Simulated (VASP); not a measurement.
# K2S (Fm-3m) in VASP: notebook

The runs below take K2S through single point, with PBE-based screened hybrid with 40 % exact exchange, PBE-based screened hybrid with 30 % exact exchange.

Program: VASP 6.6.1. These are calculated values, not measurements. Logs are shortened: lines on timing, memory, paths and dates and some standing lists are left out, and cuts for length are marked.

## (1) The cell of the first run

Symmetry: Fm-3m, No. 225, cubic system. Conventional cell: a = 7.406 Å, b = 7.406 Å, c = 7.406 Å, α = 90.00°, β = 90.00°, γ = 90.00°. Within 4.2 Å of S (site symmetry m-3m) lie 8 K at 3.21 Å. K (site symmetry -43m) has 4 S at 3.21 Å and 6 K at 3.70 Å within 4.2 Å.

## (2) Single point, PBE-based screened hybrid with 40 % exact exchange

The input, POSCAR:

```
K2S
1.0
    0.0000000000      3.7027568507      3.7027568507
    3.7027568507      0.0000000000      3.7027568507
    3.7027568507      3.7027568507      0.0000000000
S K
1 2
Direct
    0.0000000000      0.0000000000      0.0000000000
    0.2500000000      0.2500000000      0.2500000000
    0.7500000000      0.7500000000      0.7500000000
```

The input, INCAR.step1:

```
SYSTEM = K2S
ALGO = Normal ; EDIFF = 1E-5
ENCUT = 400 ; GGA = PE
GGA_COMPAT = .FALSE. ; ISIF = 2
ISMEAR = 0 ; LASPH = .TRUE.
LCHARG = .FALSE. ; LREAL = .FALSE.
LWAVE = .TRUE. ; NBANDS = 19
NELM = 120 ; PREC = Accurate
SIGMA = 0.01
```

The input, INCAR.step2:

```
SYSTEM = K2S
AEXX = 0.4 ; ALGO = Normal
EDIFF = 1E-6 ; ENCUT = 400
GGA = PE ; GGA_COMPAT = .FALSE.
HFSCREEN = 0.5 ; ISIF = 2
ISMEAR = 0 ; ISTART = 1
LASPH = .TRUE. ; LCHARG = .FALSE.
LHFCALC = .TRUE. ; LREAL = .FALSE.
LWAVE = .FALSE. ; NBANDS = 19
NELM = 120 ; PREC = Accurate
PRECFOCK = Normal ; SIGMA = 0.01
```

The input, KPOINTS:

```
k-points
0
G
  4 4 4
  0 0 0
```

Potentials or basis: VASP PAW PBE potentials, release 64 (S, K_sv).

Launch:

```sh
$ cat potpaw_PBE.64/S/POTCAR potpaw_PBE.64/K_sv/POTCAR > POTCAR
$ cp INCAR.step1 INCAR
$ mpirun -np 1 vasp_std > vasp.out
$ cp INCAR.step2 INCAR
$ mpirun -np 1 vasp_std > vasp.out
```

OUTCAR:

```text
SYSTEM = K2S
   AEXX = 0.4
   EDIFF = 1E-6
   ENCUT = 400
   GGA = PE
   HFSCREEN = 0.5
   ISIF = 2
   ISMEAR = 0
   ISTART = 1
   LASPH = .TRUE.
   LHFCALC = .TRUE.
   LREAL = .FALSE.
   NELM = 120
   PREC = Accurate
   PRECFOCK = Normal

 ion  position               nearest neighbor table
   1  0.000  0.000  0.000-   3 3.21   3 3.21   3 3.21   2 3.21   3 3.21   2 3.21   2 3.21   2 3.21

   2  0.250  0.250  0.250-   1 3.21   1 3.21   1 3.21   1 3.21   3 3.70   3 3.70   3 3.70   3 3.70
                             3 3.70   3 3.70
   3  0.750  0.750  0.750-   1 3.21   1 3.21   1 3.21   1 3.21   2 3.70   2 3.70   2 3.70   2 3.70
                             2 3.70   2 3.70

  LATTYP: Found a face centered cubic cell.
 ALAT       =     7.4055137014

  Lattice vectors:

 A1 = (   0.0000000000,   3.7027568507,   3.7027568507)
 A2 = (   3.7027568507,   0.0000000000,   3.7027568507)
 A3 = (   3.7027568507,   3.7027568507,   0.0000000000)

Analysis of symmetry for initial positions (statically):
=====================================================================
 Subroutine PRICEL returns:
 Original cell was already a primitive cell.

 Routine SETGRP: Setting up the symmetry group for a
 face centered cubic supercell.

 Subroutine GETGRP returns: Found 48 space group operations
 (whereof 48 operations were pure point group operations)
 out of a pool of 48 trial point group operations.

The static configuration has the point symmetry O_h .

Analysis of symmetry for dynamics (positions and initial velocities):
=====================================================================
 Subroutine PRICEL returns:
 Original cell was already a primitive cell.

 Routine SETGRP: Setting up the symmetry group for a
 face centered cubic supercell.

 Subroutine GETGRP returns: Found 48 space group operations
 (whereof 48 operations were pure point group operations)
 out of a pool of 48 trial point group operations.

The dynamic configuration has the point symmetry O_h .

 Subroutine INISYM returns: Found 48 space group operations
 (whereof 48 operations are pure point group operations),
 and found     1 'primitive' translations

----------------------------------------------------------------------------------------

                                     Primitive cell

  volume of cell :     101.5326
[... 79 lines left out ...]
   NFREE  =      0    steps in history (QN), initial steepest desc. (CG)
   ISIF   =      2    stress and relaxation
   ISYM   =      3    0-nonsym 1-usesym 2-fastsym
   POTIM  = 0.5000    time-step for ionic-motion
   TEBEG  =    0.0;   TEEND  =   0.0 temperature during run
   PSTRESS=    0.0 pullay stress
   NELECT =      24.0000    total number of electrons
   NUPDOWN=      -1.0000    fix difference up-down
   EMIN   =  10.00;   EMAX   =-10.00  energy-range for DOS
   EFERMI =   0.00;   METHOD = LEGACY
   ISMEAR =     0;   SIGMA  =   0.01  broadening in eV -4-tet -1-fermi 0-gaus
   EFERMI_NEDOS =   21; number of points for ismear=-14 and -15
   IALGO  =     38    algorithm
   IMIX   =      1    mixing-type and parameters
     AMIX     =   0.40;   BMIX     =  1.00
     AMIX_MAG =   1.60;   BMIX_MAG =  1.00
  volume/ion in A,a.u.               =      33.84       228.39
  Fermi-wavevector in a.u.,A,eV,Ry     =   1.012224  1.912826 13.940500  1.024598
  Thomas-Fermi vector in A             =   2.145321
   LORBIT       =      0    0 simple, 1 ext, 2 COOP (PROOUT), +10 PAW based schemes
   GGA     = PE    functional components
   LHFCALC =     T    Hartree Fock is set to
   PRECFOCK=normal    Normal, Fast or Accurate (Low or Medium for compatibility)
   ENCUT4O =  -1.0   cutoff for four orbital integrals eV
   NKREDX  =     1    reduce k-point grid by
   NKREDY  =     1    reduce k-point grid by
   NKREDZ  =     1    reduce k-point grid by
   AEXX    =    0.4000 exact exchange contribution
   HFSCREEN=    0.5000 screening length (either q_TF or 0.3 A-1)
   HFSCREENC=   0.5000 screening length for correlation (either q_TF or 0.3 A-1)
   ENCUTFOCK=  -1.0 apply spherical cutoff to Coloumb kernel
   IVDW    =     0    specifies the selected vdW correction
   LEPSILON=     F    determine dielectric tensor
   LRPA    =     F    only Hartree local field effects (RPA)
 non-spin polarized calculation
 Gauss-broadening in eV      SIGMA  =   0.01
  energy-cutoff  :      400.00
  volume of cell :      101.53
 maximum number of plane-waves:      1859
 NGX is ok and might be reduce to    36
  NGX = 28; NGY = 28; NGZ = 28

 number of electron      23.9999996 magnetization

 Free energy of the ion-electron system (eV)
  ---------------------------------------------------
  ext. energy  EPLUGINS =         0.00000000
  ---------------------------------------------------
  free energy    TOTEN  =       -10.60901009 eV

  energy without entropy =      -10.60901009  energy(sigma->0) =      -10.60901009

 E-fermi :  -0.8336     XC(G=0):  -6.0184

 val. band max:       -0.9112193119   @ k =   0.5000   0.5000   0.0000
 cond. band min:       2.1581007816   @ k =   0.0000   0.0000   0.0000
 fundamental gap:      3.0693200935
 Fermi energy:        -0.8336022257

 k-point     1 :       0.0000    0.0000    0.0000
  band No.  band energies     occupation
      1     -33.4434      2.00000
      2     -33.3613      2.00000
      3     -15.0216      2.00000
      4     -15.0216      2.00000
      5     -15.0216      2.00000
      6     -14.7880      2.00000
[... 153 lines left out ...]
      6     -14.9205      2.00000
[... 11 lines left out ...]
     18       7.4420      0.00000
     19       7.9973      0.00000

------------------------ aborting loop because EDIFF is reached ----------------------------------------

  FORCE on cell =-STRESS in cart. coord.  units (eV):
  Direction    XX          YY          ZZ          XY          YZ          ZX
  --------------------------------------------------------------------------------------
  -------------------------------------------------------------------------------------
  Total        0.0878882      0.0878882      0.0878882      0.0000000      0.0000000     -0.0000000
  in kB        1.3868702      1.3868702      1.3868702      0.0000000      0.0000000     -0.0000000
  external PRESSURE =       1.3868702 kB  Pullay stress =       0.0000000 kB

 VOLUME and BASIS-vectors are now :
 -----------------------------------------------------------------------------
  energy-cutoff  :      400.00
  volume of cell :      101.53
      direct lattice vectors                 reciprocal lattice vectors
     0.000000000  3.702756851  3.702756851    -0.135034522  0.135034522  0.135034522
     3.702756851  0.000000000  3.702756851     0.135034522 -0.135034522  0.135034522
     3.702756851  3.702756851  0.000000000     0.135034522  0.135034522 -0.135034522

 POSITION                                       TOTAL-FORCE (eV/Angst)
 -----------------------------------------------------------------------------------
      0.00000      0.00000      0.00000        -0.000000     -0.000000     -0.000000
      1.85138      1.85138      1.85138         0.000000     -0.000000      0.000000
      5.55414      5.55414      5.55414        -0.000000      0.000000     -0.000000
 -----------------------------------------------------------------------------------
    total drift:                               -0.000000      0.000001      0.000000

  FREE ENERGIE OF THE ION-ELECTRON SYSTEM (eV)
  ---------------------------------------------------
  free  energy   TOTEN  =       -10.6090100912 eV

  energy  without entropy=      -10.6090100912  energy(sigma->0) =      -10.60901009
```

OUTCAR.step1:

```text
SYSTEM = K2S
   EDIFF = 1E-5
   ENCUT = 400
   GGA = PE
   ISIF = 2
   ISMEAR = 0
[... 386 lines left out ...]
      0.00000      0.00000      0.00000         0.000000     -0.000000      0.000000
      1.85138      1.85138      1.85138        -0.000000     -0.000000     -0.000000
      5.55414      5.55414      5.55414         0.000000      0.000000      0.000000
 -----------------------------------------------------------------------------------
    total drift:                                0.000000      0.000000      0.000000

  FREE ENERGIE OF THE ION-ELECTRON SYSTEM (eV)
  ---------------------------------------------------
  free  energy   TOTEN  =        -9.4163600723 eV

  energy  without entropy=       -9.4163600723  energy(sigma->0) =       -9.41636007
```

Wall time 31 min (1 thread of Intel Xeon 8259CL, shared host); peak memory 0.29 GiB.

What came out:

```
Free energy            : -10.6090 eV
Pressure               : 0.1 GPa
Band gap on the k mesh : 3.07 eV (least direct gap 3.25 eV)
```

Levels at points of the mesh, in eV from the valence-band top:
```tsv
k point	band 8	band 9	band 10	band 11	band 12	band 13	band 14	band 15	band 16	band 17
(0.00, 0.00, 0.00)	-13.88	-10.86	-0.18	-0.18	-0.18	3.07	6.41	6.41	8.48	8.48
(0.50, 0.00, 0.00)	-14.00	-10.64	-0.60	-0.06	-0.06	5.45	5.80	6.67	6.67	8.71
(0.50, 0.50, 0.00)	-13.81	-10.59	-0.73	0.00	0.00	4.19	6.17	7.51	7.73	8.57
```

Caveat: the structure was generated, so it needn't be the stable form of K2S; the PAW data sets were made with another functional, which shifts forces and pressure a little. A k mesh can miss the band edges.

## (3) Single point, PBE-based screened hybrid with 30 % exact exchange

POSCAR is that of step 2.

The input, INCAR.step1:

```
PREC = Accurate ; ENCUT = 400
EDIFF = 1E-5 ; ISMEAR = 0
SIGMA = 0.01 ; LREAL = F
LASPH = T ; NELM = 120
ALGO = Normal ; ISIF = 2
LWAVE = T ; LCHARG = F
NBANDS = 19 ; GGA = PE
GGA_COMPAT = F
```

The input, INCAR.step2:

```
PREC = Accurate ; ENCUT = 400
EDIFF = 1E-6 ; ISMEAR = 0
SIGMA = 0.01 ; LREAL = F
LASPH = T ; NELM = 120
ALGO = Normal ; ISIF = 2
LWAVE = F ; LCHARG = F
GGA = PE ; LHFCALC = T
AEXX = 0.3 ; HFSCREEN = 0.2078
PRECFOCK = Normal ; NBANDS = 19
ISTART = 1 ; GGA_COMPAT = F
```

The input, KPOINTS:

```
regular mesh
0
Gamma
  4 4 4
```

Potentials or basis: VASP PAW PBE potentials, release 64 (S, K_sv).

Launch:

```sh
$ cat potpaw_PBE.64/S/POTCAR potpaw_PBE.64/K_sv/POTCAR > POTCAR
$ cp INCAR.step1 INCAR
$ mpirun -np 1 vasp_std > vasp.out
$ cp INCAR.step2 INCAR
$ mpirun -np 1 vasp_std > vasp.out
```

It took 46 min on 1 thread of Intel Xeon 8259CL, shared host; peak memory 0.29 GiB.

The run converged. Its results:

- Free energy: -11.1412 eV
- Pressure: 0.1 GPa
- Band gap on the k mesh: 3.50 eV (least direct gap 3.68 eV)

Levels at points of the mesh, in eV from the valence-band top:
```
           k point  band 10  band 11  band 12  band 13  band 14  band 15
(0.00, 0.00, 0.00)    -0.18    -0.18    -0.18     3.50     6.94     6.94
(0.50, 0.00, 0.00)    -0.64    -0.06    -0.06     5.93     6.29     7.18
(0.50, 0.50, 0.00)    -0.77     0.00     0.00     4.63     6.69     8.06
```

Caveat: the structure was generated, so it needn't be the stable form of K2S; the PAW data sets were made with another functional, which shifts forces and pressure a little. A k mesh can miss the band edges.
